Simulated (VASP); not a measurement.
# Al47N48 (a cell with a defect): single point with PBEsol

Al47N48 (a cell with a defect):

```xyz
95
Lattice="9.3414 0.0000 0.0000 0.0000 10.7866 0.0000 0.0000 0.0000 9.9671" Properties=species:S:1:pos:R:3 pbc="T T T"
Al    1.5562    0.8935    2.4708
Al    1.5478    0.8968    7.4638
Al    9.3404    3.5892    2.4514
Al    9.3400    3.5954    7.4685
Al    4.6695    0.8903    2.4640
Al    4.6693    0.8964    7.4632
Al    3.1133    3.5821    2.4423
Al    3.0890    3.5833    7.4487
Al    1.5531    6.2926    2.4704
Al    1.5536    6.3068    7.4742
Al    9.3402    8.9893    2.4775
Al    9.3402    8.9939    7.4691
Al    7.7830    0.8935    2.4708
Al    7.7909    0.8967    7.4639
Al    6.2258    3.5822    2.4429
Al    6.2497    3.5834    7.4485
Al    4.6696    6.2628    2.4853
Al    4.6693    6.3391    7.4440
Al    3.1150    8.9831    2.4774
Al    3.1068    9.0054    7.4670
Al    7.7859    6.2926    2.4704
Al    7.7853    6.3068    7.4742
Al    6.2240    8.9831    2.4775
Al    6.2319    9.0055    7.4668
Al    9.3402    1.7906    4.9712
Al    9.3401    1.7967    9.9533
Al    3.1123    1.7584    4.9848
Al    3.1113    1.7828    9.9393
Al    1.5583    4.5527    5.0054
Al    1.5488    4.5012    9.9408
Al    9.3403    7.2087    4.9700
Al    9.3401    7.2006    9.9617
Al    6.2267    1.7586    4.9849
Al    6.2274    1.7829    9.9396
Al    4.6695    4.4981    9.9180
Al    3.0918    7.2093    4.9884
Al    3.1091    7.2015    9.9507
Al    1.5456    9.8834    4.9772
Al    1.5524    9.8893    9.9555
Al    7.7807    4.5527    5.0053
Al    7.7902    4.5012    9.9412
Al    6.2471    7.2091    4.9887
Al    6.2298    7.2015    9.9508
Al    4.6694    9.8776    4.9644
Al    4.6696    9.8862    9.9572
Al    7.7936    9.8835    4.9773
Al    7.7864    9.8893    9.9556
N     9.3402    1.7907    1.8909
N     9.3401    1.8042    6.8720
N     3.1147    1.7811    1.8733
N     3.1100    1.7879    6.8784
N     1.5520    4.4954    1.8765
N     1.5474    4.5063    6.8870
N     9.3401    7.1888    1.8955
N     9.3401    7.1918    6.8792
N     6.2242    1.7814    1.8737
N     6.2288    1.7880    6.8785
N     4.6697    4.4785    1.8779
N     4.6694    4.5156    7.1252
N     3.1181    7.1776    1.8961
N     3.0998    7.2068    6.8877
N     1.5573    9.8789    1.8933
N     1.5499    9.8896    6.8778
N     7.7868    4.4954    1.8769
N     7.7913    4.5064    6.8870
N     6.2209    7.1778    1.8960
N     6.2390    7.2068    6.8879
N     4.6695    9.8767    1.8940
N     4.6694    9.8858    6.8738
N     7.7817    9.8791    1.8933
N     7.7892    9.8895    6.8780
N     1.5425    0.8876    4.3791
N     1.5507    0.9006    9.3650
N     9.3405    3.5986    4.3684
N     9.3400    3.5979    9.3671
N     4.6695    0.8961    4.3764
N     4.6693    0.8957    9.3612
N     2.8981    3.4807    4.3103
N     3.1016    3.5907    9.3707
N     1.5511    6.3127    4.3844
N     1.5544    6.3027    9.3750
N     9.3402    8.9930    4.3842
N     9.3401    8.9929    9.3709
N     7.7965    0.8878    4.3792
N     7.7880    0.9007    9.3652
N     6.4406    3.4811    4.3108
N     6.2372    3.5909    9.3706
N     4.6697    6.4935    4.3535
N     4.6694    6.3114    9.3777
N     3.1008    9.0090    4.3841
N     3.1110    8.9973    9.3720
N     7.7882    6.3129    4.3846
N     7.7844    6.3027    9.3752
N     6.2380    9.0090    4.3842
N     6.2278    8.9972    9.3720
```

```yaml
Program: VASP 6.6.1
Task: single point
Functional: PBEsol
Potentials_or_basis: VASP PAW PBE potentials, release 64 (Al, N)
Cutoff: 520 eV
k_mesh: 1 × 1 × 1
Occupations: fermi-dirac, width 0.05 eV
Spin: no spin polarisation
Dipole_correction: no
Charge: 1
Further_INCAR_settings: LREAL = Auto; ALGO = Normal; EDIFF = 1e-07; NBANDS = 244; NELECT = 380.0
```

```yaml
Largest_force: 0.131 eV/Å
```

Forces on the atoms (eV/Å):
```
Al  -0.009  0.015 -0.015
Al   0.012  0.008  0.002
Al  -0.004  0.021  0.053
Al   0.002  0.034 -0.021
Al   0.001 -0.013  0.022
Al   0.002  0.000 -0.022
Al  -0.010  0.068  0.032
Al   0.020  0.031 -0.013
Al   0.020  0.003 -0.007
Al  -0.001 -0.005  0.016
Al   0.000  0.000 -0.018
Al   0.001 -0.023  0.008
Al   0.004  0.016 -0.012
Al  -0.012  0.009  0.003
Al   0.007  0.067  0.031
Al  -0.017  0.032 -0.010
Al   0.000  0.043 -0.002
Al   0.003  0.028  0.022
Al  -0.006 -0.015 -0.031
Al   0.004 -0.014  0.016
Al  -0.023  0.004 -0.005
Al  -0.001 -0.003  0.017
Al   0.005 -0.011 -0.031
Al  -0.002 -0.014  0.018
Al   0.000  0.089 -0.031
Al   0.000  0.003  0.003
Al   0.030  0.042 -0.016
Al  -0.014  0.023 -0.020
Al  -0.049 -0.083 -0.043
Al   0.007  0.011 -0.006
Al   0.001 -0.026  0.029
Al   0.001 -0.016 -0.007
Al  -0.033  0.041 -0.019
Al   0.015  0.025 -0.023
Al   0.000 -0.015 -0.005
Al  -0.048 -0.033  0.035
Al  -0.021 -0.013  0.029
Al  -0.024 -0.011  0.023
Al   0.008 -0.018  0.002
Al   0.054 -0.080 -0.041
Al  -0.012  0.011 -0.007
Al   0.054 -0.030  0.034
Al   0.019 -0.014  0.028
Al   0.000  0.032  0.019
Al  -0.003 -0.030  0.002
Al   0.020 -0.012  0.022
Al  -0.008 -0.017  0.001
N    0.001 -0.019 -0.010
N    0.000 -0.023  0.009
N   -0.009 -0.009  0.013
N   -0.003 -0.016  0.015
N    0.018 -0.018 -0.010
N    0.001 -0.004  0.018
N    0.002  0.018  0.016
N    0.001  0.018 -0.013
N    0.010 -0.012  0.012
N    0.001 -0.019  0.016
N   -0.002 -0.012 -0.012
N   -0.001 -0.130  0.020
N   -0.025  0.018 -0.029
N    0.003  0.014 -0.020
N   -0.004  0.011  0.006
N    0.002  0.004 -0.009
N   -0.013 -0.020 -0.010
N   -0.001 -0.006  0.016
N    0.027  0.016 -0.028
N   -0.004  0.014 -0.020
N    0.002  0.008  0.006
N   -0.001  0.015 -0.010
N    0.005  0.009  0.007
N   -0.006  0.005 -0.011
N    0.058 -0.034  0.001
N    0.003 -0.004 -0.001
N   -0.003  0.018  0.040
N    0.002 -0.013  0.007
N    0.001 -0.023  0.017
N    0.002  0.003  0.028
N    0.051  0.014  0.018
N    0.004 -0.008  0.023
N   -0.009  0.024 -0.015
N   -0.007 -0.001 -0.008
N    0.000  0.030 -0.011
N    0.000  0.015  0.001
N   -0.059 -0.036 -0.001
N   -0.003 -0.006 -0.001
N   -0.052  0.010  0.016
N   -0.001 -0.010  0.023
N   -0.004 -0.009 -0.088
N    0.000  0.007 -0.033
N    0.026 -0.024 -0.005
N    0.004  0.018 -0.008
N    0.005  0.021 -0.016
N    0.009 -0.001 -0.009
N   -0.023 -0.025 -0.002
N    0.000  0.018 -0.009
```

Levels at points of the mesh, in eV from the Fermi level:
```tsv
k point	band 186	band 187	band 188	band 189	band 190	band 191	band 192	band 193	band 194	band 195
(0.00, 0.00, 0.00)	-0.55	-0.39	-0.37	-0.25	-0.04	0.07	0.09	4.09	4.88	4.91
```

Wall time 9.6 min on 1 thread of AMD EPYC 7R43 64-Core Processor (Zen 3), on a shared host, peak memory 0.84 GiB.

Caveat: the k points lie up to 0.67 Å⁻¹ apart; the cell carries a net charge on a neutralising background, which shifts energy and pressure; the cell is charged against a uniform background, so pressure and absolute levels hang on convention; the PAW data sets were made with another functional, which shifts forces and pressure a little.
